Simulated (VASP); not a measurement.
# BN (Qingsongite) (F-43m) in VASP: single point with PBEsol

Aim: the single point of BN (Qingsongite) with PBEsol.

Everything below comes from runs of VASP 6.6.1. Logs are shortened: lines on timing, memory, paths and dates and some standing lists are left out, and cuts for length are marked.

## Step 1: The cell of the first run

Symmetry: F-43m, No. 216, cubic system. The conventional cell has a = 3.663 Å, b = 3.663 Å, c = 3.663 Å, α = 90.00°, β = 90.00°, γ = 90.00°. B (site symmetry -43m) has 4 N at 1.59 Å within 2.1 Å. N (site symmetry -43m) has 4 B at 1.59 Å within 2.1 Å.

## Step 2: Single point, PBEsol

Input file INCAR:

```
PREC     = Accurate       # precision mode
ENCUT    = 520            # plane-wave cutoff, eV
EDIFF    = 1E-6           # SCF threshold, eV
ISMEAR   = 0              # smearing method
SIGMA    = 0.01           # smearing width, eV
LREAL    = False          # projectors in reciprocal space
LASPH    = True           # aspherical terms in the spheres
NELM     = 100            # most SCF steps
ALGO     = Normal         # electronic algorithm
ISIF     = 2              # what is computed and relaxed
LWAVE    = False          # write WAVECAR
LCHARG   = False          # write CHGCAR
GGA      = PS             # functional
NBANDS   = 11             # bands
```

Input file KPOINTS:

```
Automatic mesh
0
Gamma
  10 10 10
```

Input file POSCAR:

```
BN
1.0
    0.0000000000      1.8312856224      1.8312856224
    1.8312856224      0.0000000000      1.8312856224
    1.8312856224      1.8312856224      0.0000000000
B N
1 1
Direct
    0.0000000000      0.0000000000      0.0000000000
    0.2500000000      0.2500000000      0.2500000000
```

Potentials or basis: VASP PAW PBE potentials, release 64 (B, N).

On the command line:

```console
cat potpaw_PBE.64/B/POTCAR potpaw_PBE.64/N/POTCAR > POTCAR
mpirun -np 1 vasp_std > vasp.out
```

OUTCAR:

```text
PREC = Accurate
   ENCUT = 520
   EDIFF = 1E-6
   ISMEAR = 0
   LREAL = False
   LASPH = True
   NELM = 100
   ISIF = 2
   GGA = PS

 ion  position               nearest neighbor table
   1  0.000  0.000  0.000-   2 1.59   2 1.59   2 1.59   2 1.59
   2  0.250  0.250  0.250-   1 1.59   1 1.59   1 1.59   1 1.59

  LATTYP: Found a face centered cubic cell.
 ALAT       =     3.6625712448

  Lattice vectors:

 A1 = (   0.0000000000,   1.8312856224,   1.8312856224)
 A2 = (   1.8312856224,   0.0000000000,   1.8312856224)
 A3 = (   1.8312856224,   1.8312856224,   0.0000000000)

Analysis of symmetry for initial positions (statically):
=====================================================================
 Subroutine PRICEL returns:
 Original cell was already a primitive cell.

 Routine SETGRP: Setting up the symmetry group for a
 face centered cubic supercell.

 Subroutine GETGRP returns: Found 24 space group operations
 (whereof 24 operations were pure point group operations)
 out of a pool of 48 trial point group operations.

The static configuration has the point symmetry T_d .

Analysis of symmetry for dynamics (positions and initial velocities):
=====================================================================
 Subroutine PRICEL returns:
 Original cell was already a primitive cell.

 Routine SETGRP: Setting up the symmetry group for a
 face centered cubic supercell.

 Subroutine GETGRP returns: Found 24 space group operations
 (whereof 24 operations were pure point group operations)
 out of a pool of 48 trial point group operations.

The dynamic configuration has the point symmetry T_d .

 Subroutine INISYM returns: Found 24 space group operations
 (whereof 24 operations are pure point group operations),
 and found     1 'primitive' translations

----------------------------------------------------------------------------------------

                                     Primitive cell

  volume of cell :      12.2828

  direct lattice vectors                    reciprocal lattice vectors
     0.000000000  1.831285622  1.831285622    -0.273032232  0.273032232  0.273032232
     1.831285622  0.000000000  1.831285622     0.273032232 -0.273032232  0.273032232
     1.831285622  1.831285622  0.000000000     0.273032232  0.273032232 -0.273032232

  length of vectors
     2.589828964  2.589828964  2.589828964     0.472905697  0.472905697  0.472905697

  position of ions in fractional coordinates (direct lattice)
     0.000000000  0.000000000  0.000000000
     0.250000000  0.250000000  0.250000000

  ion indices of the primitive-cell ions
   primitive index   ion index
                 1           1
                 2           2

----------------------------------------------------------------------------------------

 KPOINTS: Automatic mesh

Automatic generation of k-mesh.
 Grid dimensions read from file:
 generate k-points for:   10   10   10

 Generating k-lattice:

  Cartesian coordinates                     Fractional coordinates (reciprocal lattice)
    -0.027303223  0.027303223  0.027303223     0.100000000  0.000000000  0.000000000
     0.027303223 -0.027303223  0.027303223     0.000000000  0.100000000  0.000000000
     0.027303223  0.027303223 -0.027303223     0.000000000  0.000000000  0.100000000

  Length of vectors
     0.047290570  0.047290570  0.047290570

  Shift w.r.t. Gamma in fractional coordinates (k-lattice)
     0.000000000  0.000000000  0.000000000

 Subroutine IBZKPT returns following result:
 ===========================================

 Found     47 irreducible k-points:

 Following reciprocal coordinates:
            Coordinates               Weight
  0.000000  0.000000  0.000000      1.000000
  0.100000  0.000000  0.000000      8.000000
  0.200000  0.000000  0.000000      8.000000
  0.300000  0.000000  0.000000      8.000000
  0.400000  0.000000  0.000000      8.000000
  0.500000  0.000000  0.000000      4.000000
[... 16 lines left out ...]
  0.300000  0.300000  0.000000      6.000000
  0.400000  0.300000  0.000000     24.000000
 [... further k-points ...]
   k-points           NKPTS =     47   k-points in BZ     NKDIM =     47   number of bands    NBANDS=     11
   number of dos      NEDOS =    301   number of ions     NIONS =      2
   total plane-waves  NPLWV =   8000
   dimension x,y,z NGX =    20 NGY =   20 NGZ =   20
   dimension x,y,z NGXF=    40 NGYF=   40 NGZF=   40
   ions per type =               1   1
   NGX,Y,Z   is equivalent  to a cutoff of  12.84, 12.84, 12.84 a.u.
   NGXF,Y,Z  is equivalent  to a cutoff of  25.68, 25.68, 25.68 a.u.
 SYSTEM =  unknown system
   PREC   = accura    normal or accurate (medium, high low for compatibility)
   ISTART =      0    job   : 0-new  1-cont  2-samecut
   ICHARG =      2    charge: 1-file 2-atom 10-const
   ISPIN  =      1    spin polarized calculation?
   LNONCOLLINEAR =      F non collinear calculations
   LSORBIT =      F    spin-orbit coupling
   LASPH  =      T    aspherical Exc in radial PAW
   ENCUT  =  520.0 eV  38.22 Ry    6.18 a.u.   4.82  4.82  4.82*2*pi/ulx,y,z
   NELM   =    100;   NELMIN=  2; NELMDL= -5     # of ELM steps
   EDIFF  = 0.1E-05   stopping-criterion for ELM
   LREAL  =      F    real-space projection
   EDIFFG = 0.1E-04   stopping-criterion for IOM
   NSW    =      0    number of steps for IOM
   IBRION =     -1    ionic relax: 0-MD 1-quasi-New 2-CG
   NFREE  =      0    steps in history (QN), initial steepest desc. (CG)
   ISIF   =      2    stress and relaxation
   ISYM   =      2    0-nonsym 1-usesym 2-fastsym
   POTIM  = 0.5000    time-step for ionic-motion
   TEBEG  =    0.0;   TEEND  =   0.0 temperature during run
   PSTRESS=    0.0 pullay stress
   NELECT =       8.0000    total number of electrons
   NUPDOWN=      -1.0000    fix difference up-down
   EMIN   =  10.00;   EMAX   =-10.00  energy-range for DOS
   EFERMI =   0.00;   METHOD = LEGACY
   ISMEAR =     0;   SIGMA  =   0.01  broadening in eV -4-tet -1-fermi 0-gaus
   EFERMI_NEDOS =   21; number of points for ismear=-14 and -15
   IALGO  =     38    algorithm
   IMIX   =      4    mixing-type and parameters
     AMIX     =   0.40;   BMIX     =  1.00
     AMIX_MAG =   1.60;   BMIX_MAG =  1.00
  volume/ion in A,a.u.               =       6.14        41.44
  Fermi-wavevector in a.u.,A,eV,Ry     =   1.419075  2.681663 27.399064  2.013774
  Thomas-Fermi vector in A             =   2.540134
   LORBIT       =      0    0 simple, 1 ext, 2 COOP (PROOUT), +10 PAW based schemes
   GGA     = PS    functional components
   LHFCALC =     F    Hartree Fock is set to
   AEXX    =    0.0000 exact exchange contribution
   IVDW    =     0    specifies the selected vdW correction
   LEPSILON=     F    determine dielectric tensor
   LRPA    =     F    only Hartree local field effects (RPA)
 non-spin polarized calculation
 Gauss-broadening in eV      SIGMA  =   0.01
  energy-cutoff  :      520.00
  volume of cell :       12.28
 maximum number of plane-waves:       342
   NGX =  9   NGY =  9   NGZ =  9

 number of electron       8.0000001 magnetization

 Free energy of the ion-electron system (eV)
  ---------------------------------------------------
  ext. energy  EPLUGINS =         0.00000000
  ---------------------------------------------------
  free energy    TOTEN  =       -18.31937893 eV

  energy without entropy =      -18.31937893  energy(sigma->0) =      -18.31937893

 E-fermi :   7.0042     XC(G=0): -12.8257

 val. band max:        6.8873195283   @ k =   0.0000   0.0000   0.0000
 cond. band min:      11.1221792492   @ k =   0.5000   0.5000   0.0000
 fundamental gap:      4.2348597209
 Fermi energy:         7.0041911883

 k-point     1 :       0.0000    0.0000    0.0000
  band No.  band energies     occupation
      1     -12.9252      2.00000
      2       6.8873      2.00000
      3       6.8873      2.00000
      4       6.8873      2.00000
      5      15.4655      0.00000
      6      15.4655      0.00000
      7      15.4655      0.00000
      8      16.5297      0.00000
      9      30.6708      0.00000
     10      34.1006      0.00000
     11      34.1006      0.00000

 k-point     2 :       0.1000    0.0000    0.0000
  band No.  band energies     occupation
      1     -12.6885      2.00000
      2       5.6399      2.00000
      3       6.6421      2.00000
      4       6.6421      2.00000
      5      15.6401      0.00000
      6      15.8349      0.00000
      7      15.8349      0.00000
      8      17.3921      0.00000
      9      30.4537      0.00000
     10      31.4823      0.00000
     11      31.4823      0.00000

 k-point     3 :       0.2000    0.0000    0.0000
  band No.  band energies     occupation
      1     -11.9919      2.00000
      2       2.9835      2.00000
      3       6.0905      2.00000
      4       6.0905      2.00000
      5      15.9129      0.00000
      6      16.6012      0.00000
      7      16.6012      0.00000
      8      19.0903      0.00000
      9      29.8346      0.00000
     10      30.0404      0.00000
     11      30.0404      0.00000

 k-point     4 :       0.3000    0.0000    0.0000
  band No.  band energies     occupation
      1     -10.8937      2.00000
      2       0.0995      2.00000
      3       5.5313      2.00000
      4       5.5313      2.00000
      5      16.1953      0.00000
      6      17.1513      0.00000
      7      17.1513      0.00000
      8      20.4966      0.00000
      9      29.3531      0.00000
     10      30.2639      0.00000
     11      30.2639      0.00000

 k-point     5 :       0.4000    0.0000    0.0000
  band No.  band energies     occupation
      1      -9.5918      2.00000
      2      -2.3785      2.00000
      3       5.1461      2.00000
      4       5.1461      2.00000
      5      16.4026      0.00000
      6      17.2982      0.00000
      7      17.2982      0.00000
      8      21.3119      0.00000
      9      29.3610      0.00000
     10      31.8395      0.00000
     11      31.8395      0.00000
[... 211 lines left out ...]
 k-point    21 :      -0.3000    0.2000    0.0000
  band No.  band energies     occupation
      1      -9.3287      2.00000
      2      -1.0729      2.00000
      3       2.0414      2.00000
      4       4.8770      2.00000
      5      16.3350      0.00000
      6      18.5303      0.00000
      7      18.7974      0.00000
      8      21.1031      0.00000
      9      27.7904      0.00000
     10      28.7988      0.00000
     11      32.7618      0.00000

 k-point    22 :      -0.2000    0.2000    0.0000
  band No.  band energies     occupation
      1     -10.5303      2.00000
      2       0.8528      2.00000
      3       2.7362      2.00000
      4       5.6341      2.00000
      5      17.0687      0.00000
      6      17.5348      0.00000
      7      17.9114      0.00000
      8      20.0266      0.00000
      9      27.7179      0.00000
     10      28.5119      0.00000
     11      32.7647      0.00000

 k-point    23 :       0.3000    0.3000    0.0000
  band No.  band energies     occupation
      1     -10.2319      2.00000
      2       1.7433      2.00000
      3       3.3424      2.00000
      4       3.3424      2.00000
      5      12.7662      0.00000
      6      17.2594      0.00000
      7      21.1363      0.00000
      8      21.1363      0.00000
      9      24.9224      0.00000
     10      33.3070      0.00000
     11      38.0946      0.00000

 k-point    24 :       0.4000    0.3000    0.0000
  band No.  band energies     occupation
      1      -9.2589      2.00000
      2       0.2411      2.00000
      3       2.5081      2.00000
      4       2.9454      2.00000
      5      12.7258      0.00000
      6      17.1304      0.00000
      7      21.8166      0.00000
      8      21.9472      0.00000
      9      25.8426      0.00000
     10      33.0506      0.00000
     11      37.8971      0.00000

 [... further k-points ...]
[... 5 lines left out ...]
  --------------------------------------------------------------------------------------
  -------------------------------------------------------------------------------------
  Total       -1.2390202     -1.2390202     -1.2390202     -0.0000000      0.0000000      0.0000000
  in kB     -161.6183711   -161.6183711   -161.6183711     -0.0000000      0.0000000      0.0000000
  external PRESSURE =    -161.6183711 kB  Pullay stress =       0.0000000 kB

 VOLUME and BASIS-vectors are now :
 -----------------------------------------------------------------------------
  energy-cutoff  :      520.00
  volume of cell :       12.28
      direct lattice vectors                 reciprocal lattice vectors
     0.000000000  1.831285622  1.831285622    -0.273032232  0.273032232  0.273032232
     1.831285622  0.000000000  1.831285622     0.273032232 -0.273032232  0.273032232
     1.831285622  1.831285622  0.000000000     0.273032232  0.273032232 -0.273032232

 POSITION                                       TOTAL-FORCE (eV/Angst)
 -----------------------------------------------------------------------------------
      0.00000      0.00000      0.00000         0.000000      0.000000      0.000000
      0.91564      0.91564      0.91564        -0.000000     -0.000000     -0.000000
 -----------------------------------------------------------------------------------
    total drift:                                0.000000      0.000000      0.000000

  FREE ENERGIE OF THE ION-ELECTRON SYSTEM (eV)
  ---------------------------------------------------
  free  energy   TOTEN  =       -18.3193789340 eV

  energy  without entropy=      -18.3193789340  energy(sigma->0) =      -18.31937893
```

Run time: 3.6 s. Hardware: 1 thread of AMD EPYC 9R45 (Zen 5), shared host; peak memory 0.09 GiB.

What came out:

```yaml
Free_energy: -18.3194 eV
Pressure: -16.2 GPa
Band_gap_on_the_k_mesh: 4.23 eV, indirect (least direct gap 8.58 eV)
```

Levels at points of the mesh, in eV from the valence-band top:
| k point | band 2 | band 3 | band 4 | band 5 | band 6 | band 7 |
| --- | --- | --- | --- | --- | --- | --- |
| (0.00, 0.00, 0.00) | 0.00 | 0.00 | 0.00 | 8.58 | 8.58 | 8.58 |
| (0.50, 0.00, 0.00) | -10.42 | -1.88 | -1.88 | 9.59 | 10.41 | 10.41 |
| (0.50, 0.50, 0.00) | -8.71 | -4.75 | -4.75 | 4.23 | 8.87 | 17.29 |

Caveat: the PAW data sets were made with another functional, which shifts forces and pressure a little. A k mesh can miss the band edges.
